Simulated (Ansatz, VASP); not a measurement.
## BaTiO3 in VASP and in Ansatz

```xyz
5
Lattice="3.9841 0.0000 0.0000 0.0000 2.8371 2.7604 0.0000 -2.8371 2.7604" Properties=species:S:1:pos:R:3 pbc="T T T"
Ba    0.0000    0.0000    0.0000
Ti    1.9921    0.0000    2.8040
O     0.0000    0.0000    2.7168
O     1.9921   -1.3936    4.1302
O     1.9921    1.3936    4.1302
```

Change from the starting cell: zz strain of -3 %, PAW files.

Alike in both runs: task electric field gradients; functional PBE; k mesh 8 × 8 × 8; occupations fermi-dirac, width 0.05 eV; no spin polarisation.

```csv
,VASP,Ansatz
version,VASP 6.6.1,Ansatz 0.2.0
potentials or method,"VASP PAW PBE potentials, release 64 (Ba_sv, Ti_sv, O)","PAW with Ansatz's default frozen-core files, scalar-relativistic"
plane-wave cutoff (eV),520,420
valence electrons in the cell,40,40
```

```csv
,VASP,Ansatz,Ansatz less VASP
gap on the k mesh at the Fermi level (eV),1.87,1.94,+0.066
pressure (GPa),9.5,7.5,-1.99
"traceless stress, the component that is largest in VASP (GPa)",4.36,4.20,-0.154
rms of the force components (eV/Å),0.060,0.058,-0.0016
size of Vzz on the site where it differs most (V/Å²),22.8,20.9,-1.85
```

Atom by atom the forces differ by 0.011 eV/Å (rms over components). The functional is the same, so the differences come from potentials, cutoffs and numerics.

Neither program's run includes spin-orbit coupling.
